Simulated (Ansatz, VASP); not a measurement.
# One calculation of Ta2As5, two programs

Contents of INCAR:

```
  PREC = Accurate
  ENCUT = 600
  EDIFF = 1E-6
  ISMEAR = 0
  SIGMA = 0.1
  LREAL = False
  LASPH = True
  NELM = 100
  ALGO = Normal
  ISIF = 3
  LWAVE = False
  LCHARG = False
  GGA = PE
  IBRION = 2
  NSW = 90
  EDIFFG = -0.04
```

Contents of KPOINTS:

```
Automatic mesh
0
Gamma
  6 6 2
```

POSCAR

```
Ta2As5
1.0
    4.4819784800      0.0000000000      0.0000000000
   -2.2409892400      3.8815072200      0.0000000000
    0.0000000000      0.0000000000     10.6400918700
Ta As
2 5
Direct
    0.3333333300      0.6666666700      0.5000000000
    0.6666666700      0.3333333300      0.5000000000
    0.3333333300      0.6666666700      0.8813187700
    0.3333333300      0.6666666700      0.1186812300
    0.6666666700      0.3333333300      0.1186812300
    0.6666666700      0.3333333300      0.8813187700
    0.0000000000      0.0000000000      0.0000000000
```

Input for Ansatz:

```yaml
crystal:
  lattice:
    - [4.48197848, 0.0, 0.0]
    - [-2.24098924, 3.88150722, 0.0]
    - [0.0, 0.0, 10.64009187]
  atoms:
    - { symbol: Ta, position: [0.33333333, 0.66666667, 0.5] }
    - { symbol: Ta, position: [0.66666667, 0.33333333, 0.5] }
    - { symbol: As, position: [0.33333333, 0.66666667, 0.88131877] }
    - { symbol: As, position: [0.33333333, 0.66666667, 0.11868123] }
    - { symbol: As, position: [0.66666667, 0.33333333, 0.11868123] }
    - { symbol: As, position: [0.66666667, 0.33333333, 0.88131877] }
    - { symbol: As, position: [0.0, 0.0, 0.0] }
basis:
  ecutwfc: 420
kpoints:
  mp_grid: { grid: [6, 6, 2] }
hamiltonian:
  xc: pbe
scf:
  occupations: { method: gaussian, width: 0.1 }
  lower_state_search: "off"
output:
  forces: true
  stress: true
  eigenvalues: true
relax:
  adjacent_minimum: "off"
  f_tol: 0.04
  max_steps: 70
  cell: { stress_tol: 0.4 }
```

Alike in both runs: task relaxation of cell and atoms; functional PBE; k mesh 6 × 6 × 2; occupations gaussian, width 0.1 eV; no spin polarisation.

|  | VASP | Ansatz |
| --- | --- | --- |
| version | VASP 6.6.1 | Ansatz 0.2.0 |
| potentials or method | VASP PAW PBE potentials, release 64 (Ta_pv, As), cutoff 600 eV | scalar-relativistic, plane waves, PAW |
| valence electrons in the cell | 47 | 101 |

VASP gave:

* gap on the k mesh at the Fermi level, each at its own relaxed structure (eV): none
* relaxed volume (Å³/atom): 22.65
* relaxed length of the cell vector where the two differ most in proportion (Å): 8.685

Problem. Estimate Ansatz's values.

Solution. gap on the k mesh at the Fermi level, each at its own relaxed structure (eV): none; relaxed volume (Å³/atom): 22.60; relaxed length of the cell vector where the two differ most in proportion (Å): 8.673.

A gap of «none» marks a metal or a gap that the smearing closes. VASP's potentials hold 47 valence electrons a cell and Ansatz's 101, so a difference there can come from the potentials and not from the codes.

Spin-orbit coupling is off throughout.
